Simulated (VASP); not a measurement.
Write the native input for VASP 6.6.1 that does the following.

```
Task                   : single point
Functional             : PBEsol
Potentials or basis    : VASP PAW PBE potentials, release 64 (Ta_pv, N)
Cutoff                 : 520 eV
k mesh                 : 18 × 18 × 8
Occupations            : gaussian, width 0.15 eV
Spin                   : no spin polarisation
Dipole correction      : no
Further INCAR settings : ALGO = Normal; EDIFF = 1e-07; NBANDS = 24
```

The structure of TaN lies in POSCAR:

```
TaN
1.0
    3.1634485408      0.0000000000      0.0000000000
   -1.5817242704      2.7396267999      0.0000000000
    0.0000000000      0.0000000000      5.6584604050
Ta N
2 2
Direct
    0.3333333333      0.6666666667      0.0301041378
    0.6666666667      0.3333333333      0.5301041378
    0.3333333333      0.6666666667      0.3548958622
    0.6666666667      0.3333333333      0.8548958622
```

This cell differs from its parent crystal: volume 12.260 Å^3 an atom, c/a of the conventional cell 1.7887.

These files were run (other wordings do the same):

INCAR

```
PREC = Accurate
ENCUT = 520
EDIFF = 1E-7
ISMEAR = 0
SIGMA = 0.15
LREAL = F
LASPH = T
NELM = 80
ALGO = Normal
ISIF = 2
LWAVE = F
LCHARG = T
GGA = PS
LELF = T
LVHAR = T
NBANDS = 24
```

KPOINTS

```
regular mesh
0
Gamma
  18 18 8
```

Potentials or basis: VASP PAW PBE potentials, release 64 (Ta_pv, N).

The run is started by

```console
$ cat potpaw_PBE.64/Ta_pv/POTCAR potpaw_PBE.64/N/POTCAR > POTCAR
$ mpirun -np 1 vasp_std > vasp.out
```

Results of the run:

- Pressure: 21.3 GPa
- Largest force: 2.645 eV/Å
- Band gap on the k mesh: zero (band 16 reaches 7.57 eV, above the bottom of band 17 at 6.72 eV)

Caveat: the PAW data sets were made with another functional, which shifts forces and pressure a little; spin-orbit coupling is left out, which moves the levels of the heavy elements.

Wall time 110 s on 1 thread of Intel(R) Xeon(R) Platinum 8488C (Sapphire Rapids), with other jobs on the host, peak memory 0.3 GiB.
